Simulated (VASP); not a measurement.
BiPt, 4 atoms in the cell. The structure is hexagonal, space group P6_3/mmc (No. 194). The conventional cell has a = 4.381 Å, b = 4.381 Å, c = 5.542 Å, α = 90.00°, β = 90.00°, γ = 120.00°. Bi (site symmetry -6m2) has 6 Pt at 2.88 Å and 6 Bi at 3.75 Å within 3.8 Å. Within 3.7 Å of Pt (site symmetry -3m) lie 2 Pt at 2.77 Å and 6 Bi at 2.88 Å. 

| Item | Value |
| --- | --- |
| Program | VASP 6.6.1 |
| Task | single point |
| Functional | r2SCAN |
| Potentials or basis | VASP PAW PBE potentials, release 64 (Bi_d, Pt) |
| Cutoff | 520 eV |
| k mesh | 9 × 9 × 6 |
| Occupations | fermi-dirac, width 0.1 eV |
| Spin | no spin polarisation |
| Dipole correction | no |
| Further INCAR settings | ALGO = Normal; EDIFF = 1e-07; NBANDS = 33 |

Potentials or basis: VASP PAW PBE potentials, release 64 (Bi_d, Pt).

Run with:

```console
$ cat potpaw_PBE.64/Bi_d/POTCAR potpaw_PBE.64/Pt/POTCAR > POTCAR
$ cp INCAR.step1 INCAR
$ mpirun -np 1 vasp_std > vasp.out
$ cp INCAR.step2 INCAR
$ mpirun -np 1 vasp_std > vasp.out
```

Hardware: 1 thread of Intel Xeon 8259CL (shared host).

**Question.** How long does it take, and how much memory?

**Answer.** Wall time 10 min on 1 thread of Intel Xeon 8259CL, with other jobs on the host, peak memory 0.33 GiB. Counts: k points 48.
